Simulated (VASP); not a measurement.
# NiO (Fm-3m) in VASP: notebook, part 2 of 3

VASP 6.6.1. Earlier steps stand in the parts before.

## 3. Single point, r2SCAN, collinear spin, ferromagnetic start

Contents of POSCAR:

```
NiO
1.0
    0.0000000000      2.0647901221      2.0647901221
    2.0647901221      0.0000000000      2.0647901221
    2.0647901221      2.0647901221      0.0000000000
Ni O
1 1
Direct
    0.0000000000      0.0000000000      0.0000000000
    0.5000000000      0.5000000000      0.5000000000
```

Contents of INCAR.step1:

```
SYSTEM = NiO
PREC = Accurate ; ENCUT = 520
ISMEAR = 0 ; SIGMA = 0.02
LREAL = .FALSE. ; LASPH = .TRUE.
NELM = 150 ; ISPIN = 2
MAGMOM = 1.83 0.32 ; LMAXMIX = 4
NBANDS = 19 ; GGA = PE
ALGO = Normal ; EDIFF = 1E-4
LWAVE = .TRUE. ; LCHARG = .FALSE.
```

Contents of INCAR.step2:

```
SYSTEM = NiO
PREC = Accurate ; ENCUT = 520
EDIFF = 1E-6 ; ISMEAR = 0
SIGMA = 0.02 ; LREAL = .FALSE.
LASPH = .TRUE. ; NELM = 150
ALGO = Normal ; ISIF = 2
LWAVE = .FALSE. ; LCHARG = .FALSE.
ISPIN = 2 ; MAGMOM = 1.83 0.32
LORBIT = 11 ; LMAXMIX = 4
METAGGA = R2SCAN ; LMIXTAU = .TRUE.
NBANDS = 19 ; ISTART = 1
```

Contents of KPOINTS:

```
regular mesh
0
G
  12 12 12
  0 0 0
```

Potentials or basis: VASP PAW PBE potentials, release 64 (Ni, O).

Started as:

```console
cat potpaw_PBE.64/Ni/POTCAR potpaw_PBE.64/O/POTCAR > POTCAR
cp INCAR.step1 INCAR
mpirun -np 1 vasp_std > vasp.out
cp INCAR.step2 INCAR
mpirun -np 1 vasp_std > vasp.out
```

OUTCAR:

```text
SYSTEM = NiO
   PREC = Accurate
   ENCUT = 520
   EDIFF = 1E-6
   ISMEAR = 0
   LREAL = .FALSE.
   LASPH = .TRUE.
   NELM = 150
   ISIF = 2
   ISPIN = 2
   LORBIT = 11
   METAGGA = R2SCAN
   ISTART = 1

 ion  position               nearest neighbor table
   1  0.000  0.000  0.000-   2 2.06   2 2.06   2 2.06   2 2.06   2 2.06   2 2.06
   2  0.500  0.500  0.500-   1 2.06   1 2.06   1 2.06   1 2.06   1 2.06   1 2.06

  LATTYP: Found a face centered cubic cell.
 ALAT       =     4.1295802442

  Lattice vectors:

 A1 = (   0.0000000000,   2.0647901221,   2.0647901221)
 A2 = (   2.0647901221,   0.0000000000,   2.0647901221)
 A3 = (   2.0647901221,   2.0647901221,   0.0000000000)

Analysis of symmetry for initial positions (statically):
=====================================================================
 Subroutine PRICEL returns:
 Original cell was already a primitive cell.

 Routine SETGRP: Setting up the symmetry group for a
 face centered cubic supercell.

 Subroutine GETGRP returns: Found 48 space group operations
 (whereof 48 operations were pure point group operations)
 out of a pool of 48 trial point group operations.

The static configuration has the point symmetry O_h .

Analysis of symmetry for dynamics (positions and initial velocities):
=====================================================================
 Subroutine PRICEL returns:
 Original cell was already a primitive cell.

 Routine SETGRP: Setting up the symmetry group for a
 face centered cubic supercell.

 Subroutine GETGRP returns: Found 48 space group operations
 (whereof 48 operations were pure point group operations)
 out of a pool of 48 trial point group operations.

The dynamic configuration has the point symmetry O_h .

Analysis of structural, dynamic, and magnetic symmetry:
=====================================================================
 Subroutine PRICEL returns:
 Original cell was already a primitive cell.

 Routine SETGRP: Setting up the symmetry group for a
 face centered cubic supercell.

 Subroutine GETGRP returns: Found 48 space group operations
 (whereof 48 operations were pure point group operations)
 out of a pool of 48 trial point group operations.

The overall configuration has the point symmetry O_h .

 Subroutine INISYM returns: Found 48 space group operations
 (whereof 48 operations are pure point group operations),
 and found     1 'primitive' translations

----------------------------------------------------------------------------------------

                                     Primitive cell

  volume of cell :      17.6059

  direct lattice vectors                    reciprocal lattice vectors
     0.000000000  2.064790122  2.064790122    -0.242155362  0.242155362  0.242155362
     2.064790122  0.000000000  2.064790122     0.242155362 -0.242155362  0.242155362
     2.064790122  2.064790122  0.000000000     0.242155362  0.242155362 -0.242155362

  length of vectors
     2.920054194  2.920054194  2.920054194     0.419425391  0.419425391  0.419425391

  position of ions in fractional coordinates (direct lattice)
     0.000000000  0.000000000  0.000000000
     0.500000000  0.500000000  0.500000000

  ion indices of the primitive-cell ions
   primitive index   ion index
[... 61 lines left out ...]
   ions per type =               1   1
   NGX,Y,Z   is equivalent  to a cutoff of  13.66, 13.66, 13.66 a.u.
   NGXF,Y,Z  is equivalent  to a cutoff of  27.33, 27.33, 27.33 a.u.
 SYSTEM =  NiO
   PREC   = accura    normal or accurate (medium, high low for compatibility)
   ISTART =      1    job   : 0-new  1-cont  2-samecut
   ICHARG =      0    charge: 1-file 2-atom 10-const
   ISPIN  =      2    spin polarized calculation?
   LNONCOLLINEAR =      F non collinear calculations
   LSORBIT =      F    spin-orbit coupling
   LASPH  =      T    aspherical Exc in radial PAW
   ENCUT  =  520.0 eV  38.22 Ry    6.18 a.u.   5.43  5.43  5.43*2*pi/ulx,y,z
   NELM   =    150;   NELMIN=  2; NELMDL=  0     # of ELM steps
   EDIFF  = 0.1E-05   stopping-criterion for ELM
   LREAL  =      F    real-space projection
   EDIFFG = 0.1E-04   stopping-criterion for IOM
   NSW    =      0    number of steps for IOM
   IBRION =     -1    ionic relax: 0-MD 1-quasi-New 2-CG
   NFREE  =      0    steps in history (QN), initial steepest desc. (CG)
   ISIF   =      2    stress and relaxation
   ISYM   =      2    0-nonsym 1-usesym 2-fastsym
   POTIM  = 0.5000    time-step for ionic-motion
   TEBEG  =    0.0;   TEEND  =   0.0 temperature during run
   PSTRESS=    0.0 pullay stress
   NELECT =      16.0000    total number of electrons
   NUPDOWN=      -1.0000    fix difference up-down
   EMIN   =  10.00;   EMAX   =-10.00  energy-range for DOS
   EFERMI =   0.00;   METHOD = LEGACY
   ISMEAR =     0;   SIGMA  =   0.02  broadening in eV -4-tet -1-fermi 0-gaus
   EFERMI_NEDOS =   21; number of points for ismear=-14 and -15
   IALGO  =     38    algorithm
   IMIX   =      4    mixing-type and parameters
     AMIX     =   0.40;   BMIX     =  1.00
     AMIX_MAG =   1.60;   BMIX_MAG =  1.00
  volume/ion in A,a.u.               =       8.80        59.41
  Fermi-wavevector in a.u.,A,eV,Ry     =   1.585729  2.996593 34.212337  2.514536
  Thomas-Fermi vector in A             =   2.685149
   LORBIT       =     11    0 simple, 1 ext, 2 COOP (PROOUT), +10 PAW based schemes
   METAGGA = R2SCAN    functional components
   LHFCALC =     F    Hartree Fock is set to
   AEXX    =    0.0000 exact exchange contribution
   IVDW    =     0    specifies the selected vdW correction
   LEPSILON=     F    determine dielectric tensor
   LRPA    =     F    only Hartree local field effects (RPA)
 spin polarized calculation
 Gauss-broadening in eV      SIGMA  =   0.02
  energy-cutoff  :      520.00
  volume of cell :       17.61
 maximum number of plane-waves:       495
 NGX is ok and might be reduce to    24
   NGX = 11   NGY = 11   NGZ = 11

 number of electron      15.9999988 magnetization       2.0000556

 Free energy of the ion-electron system (eV)
  ---------------------------------------------------
  ext. energy  EPLUGINS =         0.00000000
  ---------------------------------------------------
  free energy    TOTEN  =       -20.08627497 eV

  energy without entropy =      -20.08627497  energy(sigma->0) =      -20.08627497

 E-fermi :   8.3646     XC(G=0): -13.6277

 val. band max:        8.0963838212   @ k =   0.5000   0.0000   0.0000
 cond. band min:       8.6853323754   @ k =   0.0000   0.0000   0.0000
 fundamental gap:      0.5889485542
 Fermi energy:         8.3645792483

 spin component 1

 k-point     1 :       0.0000    0.0000    0.0000
  band No.  band energies     occupation
      1     -13.4036      1.00000
      2       3.9957      1.00000
      3       3.9959      1.00000
      4       4.8577      1.00000
      5       4.8578      1.00000
      6       4.8578      1.00000
[... 517 lines left out ...]
     18      40.2807      0.00000
     19      40.4978      0.00000

 [... further k-points ...]

 spin component 2

 k-point     1 :       0.0000    0.0000    0.0000
  band No.  band energies     occupation
      1     -12.8674      1.00000
      2       5.7389      1.00000
      3       5.7392      1.00000
      4       5.7393      1.00000
      5       5.7786      1.00000
      6       5.7786      1.00000
[... 517 lines left out ...]
     18      40.9874      0.00000
     19      41.2680      0.00000

 [... further k-points ...]
[... 5 lines left out ...]
  --------------------------------------------------------------------------------------
  -------------------------------------------------------------------------------------
  Total        1.1212706      1.1212706      1.1212706      0.0000000      0.0000000     -0.0000000
  in kB      102.0383154    102.0383154    102.0383154      0.0000000      0.0000000     -0.0000000
  external PRESSURE =     102.0383154 kB  Pullay stress =       0.0000000 kB

 VOLUME and BASIS-vectors are now :
 -----------------------------------------------------------------------------
  energy-cutoff  :      520.00
  volume of cell :       17.61
      direct lattice vectors                 reciprocal lattice vectors
     0.000000000  2.064790122  2.064790122    -0.242155362  0.242155362  0.242155362
     2.064790122  0.000000000  2.064790122     0.242155362 -0.242155362  0.242155362
     2.064790122  2.064790122  0.000000000     0.242155362  0.242155362 -0.242155362

 POSITION                                       TOTAL-FORCE (eV/Angst)
 -----------------------------------------------------------------------------------
      0.00000      0.00000      0.00000         0.000000     -0.000000      0.000000
      2.06479      2.06479      2.06479        -0.000000      0.000000     -0.000000
 -----------------------------------------------------------------------------------
    total drift:                                0.000000     -0.000000     -0.000000

  FREE ENERGIE OF THE ION-ELECTRON SYSTEM (eV)
  ---------------------------------------------------
  free  energy   TOTEN  =       -20.0862749682 eV

  energy  without entropy=      -20.0862749682  energy(sigma->0) =      -20.08627497

 total charge

# of ion       s       p       d       tot
------------------------------------------
    1        0.349   0.448   8.198   8.995
    2        1.555   3.516   0.000   5.071
--------------------------------------------------
tot          1.904   3.964   8.198  14.066

 magnetization (x)

# of ion       s       p       d       tot
------------------------------------------
    1        0.012   0.013   1.665   1.689
    2        0.030   0.251   0.000   0.280
--------------------------------------------------
tot          0.041   0.263   1.665   1.969
```

Run time: 2.3 min. Hardware: 1 thread of AMD EPYC 9R45 (Zen 5), shared host; peak memory 0.15 GiB.

Results:

```
Free energy                                           : -20.0863 eV
Pressure                                              : 10.2 GPa
Band gap on the k mesh                                : 0.59 eV (least direct gap 1.70 eV)
Net moment                                            : 2.00 μB per cell
Site moments                                          : Ni +1.69; O +0.28 μB
Valence electrons inside the program's atomic spheres : Ni 8.99; O 5.07
```

Caveat: the cell stands under pressure; semilocal functionals underestimate gaps, and a narrow one can read as zero; the PAW data sets were made with another functional, which shifts forces and pressure a little; a cell with one magnetic atom can't hold antiferromagnetic order, which such compounds often take. A k mesh can miss the band edges.

(Continued in part 3 of 3.)
